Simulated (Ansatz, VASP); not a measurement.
CdSe, level by level in two programs

```
Cd Se
1.0
     0.00000    2.87396    2.87396
     2.87396    0.00000    2.87396
     2.87396    2.87396    0.00000
Cd Se
1 1
Direct
  0.00000 0.00000 0.00000
  0.50000 0.50000 0.50000
```

Single points on this cell with VASP 6.6.1 and Ansatz 0.2.0. Each row is one pair of runs. Alike in all rows: spin: off; k mesh: 8 × 8 × 8; Ansatz's potentials, cutoff: Ansatz PAW, 420 eV.

| level | smearing | VASP's potentials, cutoff | gap on the k mesh at the Fermi level (eV), VASP | gap on the k mesh at the Fermi level (eV), Ansatz | pressure (GPa), VASP | pressure (GPa), Ansatz |
| --- | --- | --- | --- | --- | --- | --- |
| PBE | gaussian, width 0.012 eV | VASP PAW PBE potentials, release 64 (Cd, Se), 520 eV | none | ? | 0.0 | ? |
| PBE | gaussian, width 0.029 eV | VASP PAW PBE potentials, release 64 (Cd, Se), 520 eV | none | none | 0.0 | -0.3 |
| PBE | gaussian, width 0.028 eV | VASP PAW PBE potentials, release 64 (Cd, Se), 500 eV | none | none | 0.0 | -0.3 |
| PBE | gaussian, width 0.03 eV | VASP PAW PBE potentials, release 64 (Cd, Se), 500 eV | none | none | 0.0 | -0.3 |

Task: Fill in what Ansatz gave in row 1.

Result: gap on the k mesh at the Fermi level (eV): none; pressure (GPa): -0.3.

VASP's potentials hold 18 valence electrons a cell and Ansatz's 36, so a difference there can come from the potentials and not from the codes.

A gap of «none» marks a metal or a gap that the smearing closes.
